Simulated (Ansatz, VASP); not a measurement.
## Two plane-wave programs on BN

Contents of INCAR:

```
ALGO = Normal
EDIFF = 1E-6
ENCUT = 910
GGA_COMPAT = False
ISIF = 2
ISMEAR = 0
LASPH = True
LCHARG = False
LREAL = False
LWAVE = False
NBANDS = 16
NELM = 120
PREC = Accurate
SIGMA = 0.1
```

Contents of KPOINTS:

```
k-points
0
Gamma
  9 9 4
```

File POSCAR:

```
BN
1.0
    2.5539396000      0.0000000000      0.0000000000
   -1.2769698000      2.2117765700      0.0000000000
    0.0000000000      0.0000000000      4.2268550000
B N
2 2
Direct
    0.6666666700      0.3333333300      0.9997240000
    0.3333333300      0.6666666700      0.4997240000
    0.6666666700      0.3333333300      0.6252760000
    0.3333333300      0.6666666700      0.1252760000
```

Input for Ansatz:

```yaml
crystal:
  lattice:
    - [2.5539396, 0.0, 0.0]
    - [-1.2769698, 2.21177657, 0.0]
    - [0.0, 0.0, 4.226855]
  atoms:
    - { symbol: B, position: [0.66666667, 0.33333333, 0.999724] }
    - { symbol: B, position: [0.33333333, 0.66666667, 0.499724] }
    - { symbol: "N", position: [0.66666667, 0.33333333, 0.625276] }
    - { symbol: "N", position: [0.33333333, 0.66666667, 0.125276] }
basis:
  ecutwfc: 600.0
kpoints:
  mp_grid: { grid: [9, 9, 4] }
hamiltonian:
  xc: lda
  pseudopotentials: { kind: paw, azcp: { folder: soft_1 } }
scf:
  occupations: { method: gaussian, width: 0.1 }
output:
  forces: true
  stress: true
  eigenvalues: true
```

Alike in both runs: task single point; functional LDA; k mesh 9 × 9 × 4; occupations gaussian, width 0.1 eV; no spin polarisation.

|  | VASP | Ansatz |
| --- | --- | --- |
| version | VASP 6.6.1 | Ansatz 0.2.0 |
| potentials or method | VASP PAW LDA potentials, release 64 (B_h, N_h), cutoff 910 eV | scalar-relativistic, plane waves, PAW |
| valence electrons in the cell | 16 | 16 |

Ansatz gave:

| Quantity | Value |
| --- | --- |
| gap on the k mesh at the Fermi level (eV) | 4.98 |
| least direct gap on the mesh (eV) | 8.10 |
| rms of the force components (eV/Å) | 0.014 |

What did VASP give for the same quantities?

gap on the k mesh at the Fermi level (eV): 4.97; least direct gap on the mesh (eV): 8.10; rms of the force components (eV/Å): 0.012.

Ansatz warns that its potentials were made for another functional, while VASP's fit it. LDA's correlation is that of Perdew and Zunger in VASP and of Perdew and Wang (1992) in Ansatz. Atom by atom the forces differ by 0.002 eV/Å (rms over components).

Noted on VASP's run: the cutoff is short for stress, so the pressure is rough.
